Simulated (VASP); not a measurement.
Set up this calculation in VASP 6.6.1, as the native input.

- Task: single point
- Functional: r2SCAN0
- Potentials or basis: VASP PAW PBE potentials, release 64 (Pb_d, Te)
- Cutoff: 520 eV
- k mesh: 4 × 4 × 4
- Occupations: fermi-dirac, width 0.05 eV
- Spin: no spin polarisation
- Dipole correction: no
- Grid for exact exchange (PRECFOCK): Normal
- Further INCAR settings: ALGO = Normal; EDIFF = 1e-06; NBANDS = 17
- Share of exact exchange: 0.25

The system is TePb.

```
CELL_PARAMETERS angstrom
3.97543 0.00000 0.00000
0.00000 3.97543 0.00000
0.00000 0.00000 3.97543
ATOMIC_POSITIONS crystal
Pb 0.00000 0.00000 0.00000
Te 0.50000 0.50000 0.50000
```

One way to write it, as run:

POSCAR

```
TePb
1.0
    3.9754252041      0.0000000000      0.0000000000
    0.0000000000      3.9754252041      0.0000000000
    0.0000000000      0.0000000000      3.9754252041
Pb Te
1 1
Direct
    0.0000000000      0.0000000000      0.0000000000
    0.5000000000      0.5000000000      0.5000000000
```

INCAR.step1

```
  PREC = Accurate
  ENCUT = 520
  EDIFF = 1E-5
  ISMEAR = -1
  SIGMA = 0.05
  LREAL = F
  LASPH = T
  NELM = 60
  ALGO = Normal
  ISIF = 2
  LWAVE = T
  NBANDS = 17
  GGA = PE
```

INCAR.step2

```
  PREC = Accurate
  ENCUT = 520
  EDIFF = 1E-6
  ISMEAR = -1
  SIGMA = 0.05
  LREAL = F
  LASPH = T
  NELM = 60
  ALGO = Normal
  ISIF = 2
  LWAVE = F
  LCHARG = T
  METAGGA = R2SCAN
  LHFCALC = T
  AEXX = 0.25
  LMIXTAU = T
  PRECFOCK = Normal
  LELF = T
  LVHAR = T
  NBANDS = 17
  ISTART = 1
```

KPOINTS

```
Automatic mesh
0
Gamma
  4 4 4
```

Potentials or basis: VASP PAW PBE potentials, release 64 (Pb_d, Te).

Command:

```sh
$ cat potpaw_PBE.64/Pb_d/POTCAR potpaw_PBE.64/Te/POTCAR > POTCAR
$ cp INCAR.step1 INCAR
$ mpirun -np 1 vasp_std > vasp.out
$ cp INCAR.step2 INCAR
$ mpirun -np 1 vasp_std > vasp.out
```

Results of the run:

* Pressure: 0.3 GPa
* Band gap on the k mesh: zero (bands 10 and 11 overlap by 1.59 eV)

Caveat: the k points lie up to 0.40 Å⁻¹ apart, too coarse for converged energies and pressures of a metal; the PAW data sets were made with another functional, which shifts forces and pressure a little; spin-orbit coupling is left out, which moves the levels of the heavy elements.

It took 11 min on 1 thread of Intel(R) Xeon(R) Platinum 8259CL CPU @ 2.50GHz (Skylake/Cascade Lake), with other jobs on the host, peak memory 0.19 GiB.
